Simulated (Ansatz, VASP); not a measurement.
# InAs: VASP beside Ansatz

```xyz
2
Lattice="0.0000 3.0240 3.1298 3.0240 0.0000 3.1298 3.0240 3.0240 0.0000" Properties=species:S:1:pos:R:3 pbc="T T T"
In    0.0000    0.0000    0.0000
As    4.5360    4.5360    4.6948
```

Change from the starting cell: strain +0.0350 x Voigt [0, 0, 1, 0, 0, 0], atoms carried along.

Alike in both runs: task single point; functional PBE; k mesh 14 × 14 × 14; occupations gaussian, width 0.15 eV; no spin polarisation.

```csv
,VASP,Ansatz
version,VASP 6.6.1,Ansatz 0.2.0
potentials or method,"VASP PAW PBE potentials, release 64 (In_d, As), cutoff 520 eV","scalar-relativistic, plane waves, PAW"
valence electrons in the cell,18,28
```

Ansatz gave:

```
gap on the k mesh at the Fermi level (eV)                     : none
pressure (GPa)                                                : 1.7
traceless stress, the component that is largest in VASP (GPa) : -0.81
```

Task: Estimate VASP's values.

Result: gap on the k mesh at the Fermi level (eV): none; pressure (GPa): 1.8; traceless stress, the component that is largest in VASP (GPa): -0.81.

A gap of «none» marks a metal or a gap that the smearing closes. With one functional, cell and mesh, what is left measures potentials, basis and numerics. VASP's potentials hold 18 valence electrons a cell and Ansatz's 28, so a difference there can come from the potentials and not from the codes.
